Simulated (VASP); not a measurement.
# Ga (Fd-3m) in VASP: a series of runs

The runs below take Ga through relaxation of cell and atoms, with PBEsol.

Everything below comes from runs of VASP 6.6.1. Logs are shortened: lines on timing, memory, paths and dates and some standing lists are left out, and cuts for length are marked.

## Step 1: The cell of the first run

It takes space group Fd-3m (No. 227, cubic). The conventional cell has a = 5.651 Å, b = 5.651 Å, c = 5.651 Å, α = 90.00°, β = 90.00°, γ = 90.00°. Within 3.2 Å of Ga (site symmetry -43m) lie 4 Ga at 2.45 Å.

This isn't the form of Ga at room conditions, which is orthorhombic.

## Step 2: Relaxation of cell and atoms, PBEsol, target pressure -0.12 GPa, at which the enthalpy is minimised

Contents of INCAR:

```
SYSTEM = Ga
  ALGO = Normal
  EDIFF = 1E-6
  EDIFFG = -0.005
  ENCUT = 600
  GGA = PS
  IBRION = 2
  ISIF = 3
  ISMEAR = -1
  LASPH = .True.
  LCHARG = .False.
  LREAL = .False.
  LWAVE = .False.
  NELM = 80
  NSW = 60
  PREC = Accurate
  PSTRESS = -1.2
  SIGMA = 0.1
```

Contents of KPOINTS:

```
k-points
0
Gamma
  12 12 12
  0 0 0
```

Contents of POSCAR:

```
Ga
1.0
    0.0000000000      2.8255657816      2.8255657816
    2.8255657816      0.0000000000      2.8255657816
    2.8255657816      2.8255657816      0.0000000000
Ga
2
Direct
   -0.1250000000     -0.1250000000     -0.1250000000
    0.1250000000      0.1250000000      0.1250000000
```

Potentials or basis: VASP PAW PBE potentials, release 64 (Ga_d).

The run is started by

```sh
$ cat potpaw_PBE.64/Ga_d/POTCAR > POTCAR
$ mpirun -np 1 vasp_std > vasp.out
```

OUTCAR:

```text
SYSTEM = Ga
   EDIFF = 1E-6
   EDIFFG = -0.005
   ENCUT = 600
   GGA = PS
   IBRION = 2
   ISIF = 3
   ISMEAR = -1
   LASPH = .True.
   LREAL = .False.
   NELM = 80
   NSW = 60
   PREC = Accurate
   PSTRESS = -1.2

 ion  position               nearest neighbor table
   1  0.875  0.875  0.875-   2 2.45   2 2.45   2 2.45   2 2.45
   2  0.125  0.125  0.125-   1 2.45   1 2.45   1 2.45   1 2.45

  LATTYP: Found a face centered cubic cell.
 ALAT       =     5.6511315632

  Lattice vectors:

 A1 = (   0.0000000000,   2.8255657816,   2.8255657816)
 A2 = (   2.8255657816,   0.0000000000,   2.8255657816)
 A3 = (   2.8255657816,   2.8255657816,   0.0000000000)

Analysis of symmetry for initial positions (statically):
=====================================================================
 Subroutine PRICEL returns:
 Original cell was already a primitive cell.

 Routine SETGRP: Setting up the symmetry group for a
 face centered cubic supercell.

 Subroutine GETGRP returns: Found 48 space group operations
 (whereof 12 operations were pure point group operations)
 out of a pool of 48 trial point group operations.

The static configuration has the point symmetry D_3d.
 The point group associated with its full space group is O_h .

Analysis of symmetry for dynamics (positions and initial velocities):
=====================================================================
 Subroutine PRICEL returns:
 Original cell was already a primitive cell.

 Routine SETGRP: Setting up the symmetry group for a
 face centered cubic supercell.

 Subroutine GETGRP returns: Found 48 space group operations
 (whereof 12 operations were pure point group operations)
 out of a pool of 48 trial point group operations.

The dynamic configuration has the point symmetry D_3d.
 The point group associated with its full space group is O_h .

 Subroutine INISYM returns: Found 48 space group operations
 (whereof 12 operations are pure point group operations),
 and found     1 'primitive' translations

----------------------------------------------------------------------------------------

                                     Primitive cell

  volume of cell :      45.1176

  direct lattice vectors                    reciprocal lattice vectors
     0.000000000  2.825565782  2.825565782    -0.176955710  0.176955710  0.176955710
     2.825565782  0.000000000  2.825565782     0.176955710 -0.176955710  0.176955710
     2.825565782  2.825565782  0.000000000     0.176955710  0.176955710 -0.176955710

  length of vectors
     3.995953450  3.995953450  3.995953450     0.306496281  0.306496281  0.306496281

  position of ions in fractional coordinates (direct lattice)
     0.875000000  0.875000000  0.875000000
     0.125000000  0.125000000  0.125000000

  ion indices of the primitive-cell ions
   primitive index   ion index
                 1           1
                 2           2

----------------------------------------------------------------------------------------

 KPOINTS: k-points

Automatic generation of k-mesh.
 Grid dimensions read from file:
 generate k-points for:   12   12   12

 Generating k-lattice:

  Cartesian coordinates                     Fractional coordinates (reciprocal lattice)
    -0.014746309  0.014746309  0.014746309     0.083333333  0.000000000  0.000000000
     0.014746309 -0.014746309  0.014746309     0.000000000  0.083333333  0.000000000
     0.014746309  0.014746309 -0.014746309     0.000000000  0.000000000  0.083333333

  Length of vectors
     0.025541357  0.025541357  0.025541357

  Shift w.r.t. Gamma in fractional coordinates (k-lattice)
     0.000000000  0.000000000  0.000000000

 Subroutine IBZKPT returns following result:
 ===========================================

 Found     72 irreducible k-points:

 Following reciprocal coordinates:
            Coordinates               Weight
  0.000000  0.000000  0.000000      1.000000
  0.083333  0.000000  0.000000      8.000000
  0.166667  0.000000  0.000000      8.000000
  0.250000  0.000000  0.000000      8.000000
  0.333333  0.000000  0.000000      8.000000
  0.416667  0.000000  0.000000      8.000000
[... 16 lines left out ...]
  0.500000  0.166667  0.000000     24.000000
 -0.416667  0.166667  0.000000     24.000000
 [... further k-points ...]
   k-points           NKPTS =     72   k-points in BZ     NKDIM =     72   number of bands    NBANDS=     17
   number of dos      NEDOS =    301   number of ions     NIONS =      2
   total plane-waves  NPLWV =  32768
   dimension x,y,z NGX =    32 NGY =   32 NGZ =   32
   dimension x,y,z NGXF=    64 NGYF=   64 NGZF=   64
   ions per type =               2
   NGX,Y,Z   is equivalent  to a cutoff of  13.31, 13.31, 13.31 a.u.
   NGXF,Y,Z  is equivalent  to a cutoff of  26.63, 26.63, 26.63 a.u.
 SYSTEM =  Ga
   PREC   = accura    normal or accurate (medium, high low for compatibility)
   ISTART =      0    job   : 0-new  1-cont  2-samecut
   ICHARG =      2    charge: 1-file 2-atom 10-const
   ISPIN  =      1    spin polarized calculation?
   LNONCOLLINEAR =      F non collinear calculations
   LSORBIT =      F    spin-orbit coupling
   LASPH  =      T    aspherical Exc in radial PAW
   ENCUT  =  600.0 eV  44.10 Ry    6.64 a.u.   7.98  7.98  7.98*2*pi/ulx,y,z
   NELM   =     80;   NELMIN=  2; NELMDL= -5     # of ELM steps
   EDIFF  = 0.1E-05   stopping-criterion for ELM
   LREAL  =      F    real-space projection
   EDIFFG = -.5E-02   stopping-criterion for IOM
   NSW    =     60    number of steps for IOM
   IBRION =      2    ionic relax: 0-MD 1-quasi-New 2-CG
   NFREE  =      1    steps in history (QN), initial steepest desc. (CG)
   ISIF   =      3    stress and relaxation
   ISYM   =      2    0-nonsym 1-usesym 2-fastsym
   POTIM  = 0.5000    time-step for ionic-motion
   TEBEG  =    0.0;   TEEND  =   0.0 temperature during run
   PSTRESS=   -1.2 pullay stress
   NELECT =      26.0000    total number of electrons
   NUPDOWN=      -1.0000    fix difference up-down
   EMIN   =  10.00;   EMAX   =-10.00  energy-range for DOS
   EFERMI =   0.00;   METHOD = LEGACY
   ISMEAR =    -1;   SIGMA  =   0.10  broadening in eV -4-tet -1-fermi 0-gaus
   EFERMI_NEDOS =   21; number of points for ismear=-14 and -15
   IALGO  =     38    algorithm
   IMIX   =      4    mixing-type and parameters
     AMIX     =   0.40;   BMIX     =  1.00
     AMIX_MAG =   1.60;   BMIX_MAG =  1.00
  volume/ion in A,a.u.               =      22.56       152.23
  Fermi-wavevector in a.u.,A,eV,Ry     =   1.362335  2.574440 25.251817  1.855956
  Thomas-Fermi vector in A             =   2.488833
   LORBIT       =      0    0 simple, 1 ext, 2 COOP (PROOUT), +10 PAW based schemes
   GGA     = PS    functional components
   LHFCALC =     F    Hartree Fock is set to
   AEXX    =    0.0000 exact exchange contribution
   IVDW    =     0    specifies the selected vdW correction
   LEPSILON=     F    determine dielectric tensor
   LRPA    =     F    only Hartree local field effects (RPA)
 conjugate gradient relaxation of ions
 non-spin polarized calculation
  energy-cutoff  :      600.00
  volume of cell :       45.12
 maximum number of plane-waves:      1540
   NGX = 15   NGY = 15   NGZ = 15

--------------------------------------- Ionic step        1  -------------------------------------------

 number of electron      26.0000020 magnetization

 Free energy of the ion-electron system (eV)
  ---------------------------------------------------
  ext. energy  EPLUGINS =         0.00000000
  ---------------------------------------------------
  free energy    TOTEN  =        -6.02763294 eV

  energy without entropy =       -5.98863121  energy(sigma->0) =       -6.00813208

 E-fermi :   3.1975     XC(G=0): -10.0068

 val. band max:        3.1819456574   @ k =  -0.4167   0.3333   0.0000
 cond. band min:       3.2402880675   @ k =   0.3333   0.2500   0.0000
 fundamental gap:      0.0583424101
 Fermi energy:         3.1974948409

 k-point     1 :       0.0000    0.0000    0.0000
  band No.  band energies     occupation
      1     -11.5934      2.00000
      2     -11.5934      2.00000
      3     -11.5934      2.00000
      4     -11.5426      2.00000
      5     -11.5426      2.00000
      6     -11.1486      2.00000
[... 9 lines left out ...]
     16       8.3424      0.00000
     17       8.3424      0.00000
[... 527 lines left out ...]
  FREE ENERGIE OF THE ION-ELECTRON SYSTEM (eV)
  ---------------------------------------------------
  free  energy   TOTEN  =        -6.0498304409 eV

  energy  without entropy=       -6.0093514311  energy(sigma->0) =       -6.02959094

  enthalpy is  TOTEN    =        -6.0857578468 eV   P V=       -0.0359274060

--------------------------------------- Ionic step        3  -------------------------------------------

 number of electron      25.9999983 magnetization

 Free energy of the ion-electron system (eV)
  ---------------------------------------------------
  ext. energy  EPLUGINS =         0.00000000
  ---------------------------------------------------
  free energy    TOTEN  =        -6.04991123 eV

  energy without entropy =       -6.00948427  energy(sigma->0) =       -6.02969775

 E-fermi :   2.7924     XC(G=0):  -9.7321

 val. band max:        2.7897808256   @ k =  -0.4167   0.3333   0.0000
 cond. band min:       2.8402897691   @ k =   0.3333   0.2500   0.0000
 fundamental gap:      0.0505089435
 Fermi energy:         2.7924122758

 k-point     1 :       0.0000    0.0000    0.0000
  band No.  band energies     occupation
      1     -11.9479      2.00000
      2     -11.9479      2.00000
      3     -11.9479      2.00000
      4     -11.9017      2.00000
      5     -11.9017      2.00000
      6     -11.5550      2.00000
[... 9 lines left out ...]
     16       7.7487      0.00000
     17       7.7487      0.00000
[... 482 lines left out ...]
 POSITION                                       TOTAL-FORCE (eV/Angst)
 -----------------------------------------------------------------------------------
      5.04391      5.04391      5.04391        -0.000000     -0.000000     -0.000000
      0.72056      0.72056      0.72056         0.000000      0.000000      0.000000
 -----------------------------------------------------------------------------------
    total drift:                                0.000000      0.000000     -0.000000

  FREE ENERGIE OF THE ION-ELECTRON SYSTEM (eV)
  ---------------------------------------------------
  free  energy   TOTEN  =        -6.0499112335 eV

  energy  without entropy=       -6.0094842679  energy(sigma->0) =       -6.02969775

  enthalpy is  TOTEN    =        -6.0857777148 eV   P V=       -0.0358664813

 reached required accuracy - stopping structural energy minimisation
```

Run time: 47 s. Hardware: 1 thread of AMD EPYC 9R45 (Zen 5), shared host; peak memory 0.19 GiB.

Results:

```
Free energy                                                : -6.0499 eV
Relaxed volume                                             : 23.94 Å³/atom
Relaxed cell                                               : a = 4.076 Å, b = 4.076 Å, c = 4.076 Å, α = 60.00°, β = 60.00°, γ = 60.00°
Space group after relaxing (to 0.1 Å)                      : Fd-3m (No. 227)
Energy change on relaxing (the run minimises the enthalpy) : -11.1 meV/atom
Ionic steps                                                : 3
Pressure after relaxing                                    : -0.1 GPa
Band gap on the k mesh                                     : zero (bands 13 and 14 overlap by 4.47 eV)
```

Step by step:
| step | energy change (eV) | largest force (eV/Å) | pressure (GPa) | volume (Å³) |
| --- | --- | --- | --- | --- |
| 1 | 0.0000 | 0.0000 | 2.92 | 45.12 |
| 2 | -0.0222 | 0.0000 | -0.19 | 47.97 |
| 3 | -0.0223 | 0.0000 | -0.12 | 47.89 |

Final structure:
```yaml
crystal:
  lattice:
    - [0.00000, 2.88223, 2.88223]
    - [2.88223, 0.00000, 2.88223]
    - [2.88223, 2.88223, 0.00000]
  atoms:
    - { symbol: Ga, position: [0.87500, 0.87500, 0.87500] }
    - { symbol: Ga, position: [0.12500, 0.12500, 0.12500] }
```

Caveat: the cell is relaxed towards a set pressure, so the run minimises the enthalpy, not the energy; the PAW data sets were made with another functional, which shifts forces and pressure a little.

## Step 3: Relaxation of cell and atoms, PBEsol, target pressure -0.12 GPa, at which the enthalpy is minimised

This run uses another cell than the first one, of 23.94 Å³/atom.

Contents of INCAR:

```
SYSTEM = Ga
ALGO = Normal
EDIFF = 1E-6
EDIFFG = -0.005
ENCUT = 600
GGA = PS
IBRION = 2
ISIF = 3
ISMEAR = -1
LASPH = .TRUE.
LCHARG = .FALSE.
LREAL = .FALSE.
LWAVE = .FALSE.
NELM = 100
NSW = 32
PREC = Accurate
PSTRESS = -1.2
SIGMA = 0.1
```

Contents of KPOINTS:

```
k-points
0
G
  12 12 12
  0 0 0
```

Contents of POSCAR:

```
Ga
1.0
    0.0000000000      2.8821274005      2.8821274005
    2.8821274005      0.0000000000      2.8821274005
    2.8821274005      2.8821274005      0.0000000000
Ga
2
Direct
   -0.1250000000     -0.1250000000     -0.1250000000
    0.1250000000      0.1250000000      0.1250000000
```

Potentials or basis: VASP PAW PBE potentials, release 64 (Ga_d).

The run is started by

```sh
$ cat potpaw_PBE.64/Ga_d/POTCAR > POTCAR
$ mpirun -np 1 vasp_std > vasp.out
```

OUTCAR:

```text
SYSTEM = Ga
   EDIFF = 1E-6
   EDIFFG = -0.005
   ENCUT = 600
   GGA = PS
   IBRION = 2
   ISIF = 3
   ISMEAR = -1
   LASPH = .TRUE.
   LREAL = .FALSE.
   NELM = 100
   NSW = 32
   PREC = Accurate
   PSTRESS = -1.2

 ion  position               nearest neighbor table
   1  0.875  0.875  0.875-   2 2.50   2 2.50   2 2.50   2 2.50
   2  0.125  0.125  0.125-   1 2.50   1 2.50   1 2.50   1 2.50

  LATTYP: Found a face centered cubic cell.
 ALAT       =     5.7642548010

  Lattice vectors:

 A1 = (   0.0000000000,   2.8821274005,   2.8821274005)
 A2 = (   2.8821274005,   0.0000000000,   2.8821274005)
 A3 = (   2.8821274005,   2.8821274005,   0.0000000000)

Analysis of symmetry for initial positions (statically):
=====================================================================
 Subroutine PRICEL returns:
 Original cell was already a primitive cell.

 Routine SETGRP: Setting up the symmetry group for a
 face centered cubic supercell.

 Subroutine GETGRP returns: Found 48 space group operations
 (whereof 12 operations were pure point group operations)
 out of a pool of 48 trial point group operations.

The static configuration has the point symmetry D_3d.
 The point group associated with its full space group is O_h .

Analysis of symmetry for dynamics (positions and initial velocities):
=====================================================================
 Subroutine PRICEL returns:
 Original cell was already a primitive cell.

 Routine SETGRP: Setting up the symmetry group for a
 face centered cubic supercell.

 Subroutine GETGRP returns: Found 48 space group operations
 (whereof 12 operations were pure point group operations)
 out of a pool of 48 trial point group operations.

The dynamic configuration has the point symmetry D_3d.
 The point group associated with its full space group is O_h .

[... 122 lines left out ...]
   LORBIT       =      0    0 simple, 1 ext, 2 COOP (PROOUT), +10 PAW based schemes
   GGA     = PS    functional components
   LHFCALC =     F    Hartree Fock is set to
   AEXX    =    0.0000 exact exchange contribution
   IVDW    =     0    specifies the selected vdW correction
   LEPSILON=     F    determine dielectric tensor
   LRPA    =     F    only Hartree local field effects (RPA)
 conjugate gradient relaxation of ions
 non-spin polarized calculation
  energy-cutoff  :      600.00
  volume of cell :       47.88
 maximum number of plane-waves:      1639
 NGX is ok and might be reduce to    36
   NGX = 17   NGY = 17   NGZ = 17

--------------------------------------- Ionic step        1  -------------------------------------------

 number of electron      26.0000006 magnetization

 Free energy of the ion-electron system (eV)
  ---------------------------------------------------
  ext. energy  EPLUGINS =         0.00000000
  ---------------------------------------------------
  free energy    TOTEN  =        -6.05059615 eV

  energy without entropy =       -6.01017277  energy(sigma->0) =       -6.03038446

------------------------ aborting loop because EDIFF is reached ----------------------------------------

  FORCE on cell =-STRESS in cart. coord.  units (eV):
  Direction    XX          YY          ZZ          XY          YZ          ZX
  --------------------------------------------------------------------------------------
  -------------------------------------------------------------------------------------
  Total       -0.0249106     -0.0249106     -0.0249106      0.0000000      0.0000000     -0.0000000
  in kB       -0.8335373     -0.8335373     -0.8335373      0.0000000      0.0000000     -0.0000000
  external PRESSURE =       0.3664627 kB  Pullay stress =      -1.2000000 kB
[... 63 lines left out ...]
--------------------------------------- Ionic step        3  -------------------------------------------

 number of electron      26.0000006 magnetization

 Free energy of the ion-electron system (eV)
  ---------------------------------------------------
  ext. energy  EPLUGINS =         0.00000000
  ---------------------------------------------------
  free energy    TOTEN  =        -6.05058121 eV

  energy without entropy =       -6.01014619  energy(sigma->0) =       -6.03036370

 E-fermi :   2.7906     XC(G=0):  -9.7310

 val. band max:        2.7880520275   @ k =  -0.4167   0.3333   0.0000
 cond. band min:       2.8385234035   @ k =   0.3333   0.2500   0.0000
 fundamental gap:      0.0504713759
 Fermi energy:         2.7906248335

 k-point     1 :       0.0000    0.0000    0.0000
  band No.  band energies     occupation
      1     -11.9499      2.00000
      2     -11.9499      2.00000
      3     -11.9499      2.00000
      4     -11.9037      2.00000
      5     -11.9037      2.00000
      6     -11.5572      2.00000
[... 457 lines left out ...]
      4     -11.8129      2.00000
      5     -11.7959      2.00000
      6     -11.6530      2.00000
[... 9 lines left out ...]
     16       8.9699      0.00000
     17       9.7591      0.00000

 [... further k-points ...]

------------------------ aborting loop because EDIFF is reached ----------------------------------------

  FORCE on cell =-STRESS in cart. coord.  units (eV):
  Direction    XX          YY          ZZ          XY          YZ          ZX
  --------------------------------------------------------------------------------------
  -------------------------------------------------------------------------------------
  Total       -0.0403952     -0.0403952     -0.0403952      0.0000000      0.0000000     -0.0000000
  in kB       -1.3511589     -1.3511589     -1.3511589      0.0000000      0.0000000     -0.0000000
  external PRESSURE =      -0.1511589 kB  Pullay stress =      -1.2000000 kB
[... 21 lines left out ...]
  energy  without entropy=       -6.0101461939  energy(sigma->0) =       -6.03036370

  enthalpy is  TOTEN    =        -6.0864572140 eV   P V=       -0.0358760055

 reached required accuracy - stopping structural energy minimisation
```

It took 63 s on 1 thread of AMD EPYC 9R45 (Zen 5), shared host; peak memory 0.21 GiB.

Results:

```
Free energy                                                : -6.0506 eV
Relaxed volume                                             : 23.95 Å³/atom
Relaxed cell                                               : a = 4.076 Å, b = 4.076 Å, c = 4.076 Å, α = 60.00°, β = 60.00°, γ = 60.00°
Space group after relaxing (to 0.1 Å)                      : Fd-3m (No. 227)
Energy change on relaxing (the run minimises the enthalpy) : +0.0 meV/atom
Ionic steps                                                : 3
Pressure after relaxing                                    : -0.1 GPa
Band gap on the k mesh                                     : zero (bands 13 and 14 overlap by 4.47 eV)
```

Final structure:
```
Ga
1.0
     0.00000    2.88249    2.88249
     2.88249    0.00000    2.88249
     2.88249    2.88249    0.00000
Ga
2
Direct
  0.87500 0.87500 0.87500
  0.12500 0.12500 0.12500
```

Caveat: the cell is relaxed towards a set pressure, so the run minimises the enthalpy, not the energy; the PAW data sets were made with another functional, which shifts forces and pressure a little.

The gap in the log of VASP goes by the Fermi energy; the results here count the filled bands.